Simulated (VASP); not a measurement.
Runs of VASP 6.6.1 on Hg. The structure is that of space group P6/mmm (No. 191), or close to it. The cells are those of the table. 

```tsv
cell	gap on the mesh (eV)	pressure (GPa)
a = 3.024, b = 3.024, c = 2.859 Å, angles 90.0, 90.0, 120.0°, 1 atom	none	10.4
a = 2.384, b = 2.384, c = 2.299 Å, angles 90.0, 90.0, 120.0°, 1 atom	none	400.4
a = 2.569, b = 2.569, c = 2.476 Å, angles 90.0, 90.0, 120.0°, 1 atom	none	(b)
a = 2.734, b = 2.734, c = 2.623 Å, angles 90.0, 90.0, 120.0°, 1 atom	none	64.3
a = 3.272, b = 3.272, c = 3.051 Å, angles 90.0, 90.0, 120.0°, 1 atom	none	0.2
a = 2.884, b = 2.884, c = 2.750 Å, angles 90.0, 90.0, 120.0°, 1 atom	none	26.7
a = 3.154, b = 3.154, c = 2.956 Å, angles 90.0, 90.0, 120.0°, 1 atom	none	(a)
```

Alike in all rows: task single point; level PBE; potentials or basis VASP PAW PBE potentials, release 64 (Hg); no spin polarisation; k mesh 13 × 13 × 12; cutoff (eV) 520; smearing fermi-dirac 0.1 eV.

Q: Estimate the missing entries.

A: (a) 3.3; (b) 155.1.

Caveats: spin-orbit coupling is left out, which moves the levels of the heavy elements; the cell stands under pressure (at least some runs).

A k mesh can miss the band edges, and the runs leave out spin-orbit coupling on Hg.

A gap of «none» marks levels without a gap at the run's occupations.
